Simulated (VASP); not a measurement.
A run of VASP 6.6.1 is set up as follows.

The input POSCAR:

```
MgS
1.0
    3.6109100000      0.0000000000      0.0000000000
   -1.8054500000      3.1271400000      0.0000000000
    0.0000000000      0.0000000000      3.3052600000
Mg S
1 1
Direct
    0.0000000000      0.0000000000      0.5000000000
    0.6666700000      0.3333300000      0.0000000000
```

The input INCAR.step1:

```
SYSTEM = MgS
PREC = Accurate
ENCUT = 520
EDIFF = 1E-5
ISMEAR = -1
SIGMA = 0.05
LREAL = .FALSE.
LASPH = .TRUE.
NELM = 100
ALGO = Normal
ISIF = 2
LWAVE = .TRUE.
LCHARG = .FALSE.
NBANDS = 11
GGA = PE
```

Contents of INCAR.step2:

```
SYSTEM = MgS
PREC = Accurate
ENCUT = 520
EDIFF = 1E-6
ISMEAR = -1
SIGMA = 0.05
LREAL = .FALSE.
LASPH = .TRUE.
NELM = 100
ALGO = Normal
ISIF = 2
LWAVE = .FALSE.
LCHARG = .FALSE.
METAGGA = R2SCAN
LHFCALC = .TRUE.
AEXX = 0.5
LMIXTAU = .TRUE.
PRECFOCK = Normal
NBANDS = 11
ISTART = 1
```

Contents of KPOINTS:

```
regular mesh
0
G
  5 5 4
  0 0 0
```

Potentials or basis: VASP PAW PBE potentials, release 64 (Mg, S).

Command:

```sh
$ cat potpaw_PBE.64/Mg/POTCAR potpaw_PBE.64/S/POTCAR > POTCAR
$ cp INCAR.step1 INCAR
$ mpirun -np 1 vasp_std > vasp.out
$ cp INCAR.step2 INCAR
$ mpirun -np 1 vasp_std > vasp.out
```

Task: What does it give for the band gap on the k mesh?

Result: 4.95 eV (least direct gap 5.94 eV).

Task: Predict the pressure.

Result: -2.9 GPa.

Caveat: the k points lie up to 0.48 Å⁻¹ apart; the PAW data sets were made with another functional, which shifts forces and pressure a little; an odd mesh through Γ misses points on the zone boundary, where band edges can lie.
